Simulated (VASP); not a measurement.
The system is KCl.

```xyz
2
Lattice="3.7712 0.0000 0.0000 0.0000 3.7712 0.0000 0.0000 0.0000 3.7712" Properties=species:S:1:pos:R:3 pbc="T T T"
K     0.0000    0.0000    0.0000
Cl    1.8856    1.8856    1.8856
```

Base run:

| Item | Value |
| --- | --- |
| Program | VASP 6.6.1 |
| Functional | PBE |
| Potentials or basis | VASP PAW PBE potentials, release 64 (K_sv, Cl) |
| Cutoff | 520 eV |
| k mesh | 4 × 4 × 4 |
| Occupations | gaussian, width 0.01 eV |
| Spin | no spin polarisation |

Its results: band gap on the k mesh 5.03 eV, indirect (least direct gap 5.24 eV); pressure 1.1 GPa.

Problem. After a change of settings the same cell gave: band gap on the k mesh 6.36 eV, indirect (least direct gap 6.59 eV); pressure 0.7 GPa. Which change was it?
A. functional from PBE to r2SCAN; further incar settings from ALGO = Normal; EDIFF = 1e-07; NBANDS = 15 to ALGO = Normal; EDIFF = 1e-06; NBANDS = 15
B. functional from PBE to HSE06
C. functional from PBE to r2SCAN; k mesh from 4 × 4 × 4 to 6 × 6 × 6

Solution. B.

HSE06 gives the wider gap, since exact exchange removes part of the self-interaction.

Caveats: the PAW data sets were made with another functional, which shifts forces and pressure a little (some runs).
